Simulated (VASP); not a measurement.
Input of a VASP 6.6.1 run:

File INCAR:

```
PREC     = Accurate       # precision mode
ENCUT    = 520            # plane-wave cutoff, eV
EDIFF    = 1E-7           # SCF threshold, eV
ISMEAR   = 0              # smearing method
SIGMA    = 0.05           # smearing width, eV
LREAL    = F              # projectors in reciprocal space
LASPH    = T              # aspherical terms in the spheres
NELM     = 60             # most SCF steps
ALGO     = Normal         # electronic algorithm
ISIF     = 2              # what is computed and relaxed
LWAVE    = F              # write WAVECAR
LCHARG   = T              # write CHGCAR
GGA      = PS             # functional
LELF     = T              # ELF
LVHAR    = T            
NBANDS   = 16             # bands
```

KPOINTS

```
regular mesh
0
Gamma
  8 8 8
```

The input POSCAR:

```
GaP
1.0
    0.0000000000      2.6162400000      2.8342600000
    2.6162400000      0.0000000000      2.8342600000
    2.6162400000      2.6162400000      0.0000000000
Ga P
1 1
Direct
    0.0000000000      0.0000000000      0.0000000000
    0.7500000000      0.7500000000      0.7500000000
```

Potentials or basis: VASP PAW PBE potentials, release 64 (Ga_d, P).

The run is started by

```console
$ cat potpaw_PBE.64/Ga_d/POTCAR potpaw_PBE.64/P/POTCAR > POTCAR
$ mpirun -np 1 vasp_std > vasp.out
```

Q: Predict the band gap on the k mesh.

A: 1.05 eV (least direct gap 1.87 eV).

Q: Estimate the pressure.

A: 3.1 GPa.

Stress tensor (GPa, compression positive):
```
 5.38  0.00  0.00
 0.00  5.38  0.00
 0.00  0.00 -1.57
```

Caveat: the cell differs from its parent crystal (strain -0.040 along x and y, +0.040 along z); the stress differs along the axes, from -2 to 5 GPa; the PAW data sets were made with another functional, which shifts forces and pressure a little. A k mesh can miss the band edges.
